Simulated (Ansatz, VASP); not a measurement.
**One calculation of Si2B3, two programs**

```xyz
5
Lattice="2.3994 -2.5435 0.0000 2.3994 2.5435 0.0000 0.0000 0.0000 4.2573" Properties=species:S:1:pos:R:3 pbc="T T T"
Si    2.3994   -1.4039    0.0000
Si    2.3994    1.4039    0.0000
B     2.3994   -0.8417    2.1287
B     2.3994    0.8417    2.1287
B     0.0000    0.0000    2.1287
```

Alike in both runs: functional PBE; k mesh 4 × 4 × 4; occupations gaussian, width 0.2 eV; no spin polarisation.

Ansatz relaxed the structure, and its values are those at the end. VASP's run is a single point on that final structure, the one shown.

```csv
,VASP,Ansatz
version,VASP 6.6.1,Ansatz 0.2.0
potentials or method,"VASP PAW PBE potentials, release 64 (Si, B), cutoff 500 eV","scalar-relativistic, plane waves, PAW"
valence electrons in the cell,17,17
```

Ansatz gave:

- gap on the k mesh at the Fermi level (eV): none
- pressure (GPa): 0.1
- rms of the force components (eV/Å): 0.017

Task: Estimate VASP's values.

Result: gap on the k mesh at the Fermi level (eV): none; pressure (GPa): 0.0; rms of the force components (eV/Å): 0.015.

A gap of «none» marks a metal or a gap that the smearing closes.

The k mesh is coarse, so the values compare programs but aren't converged.
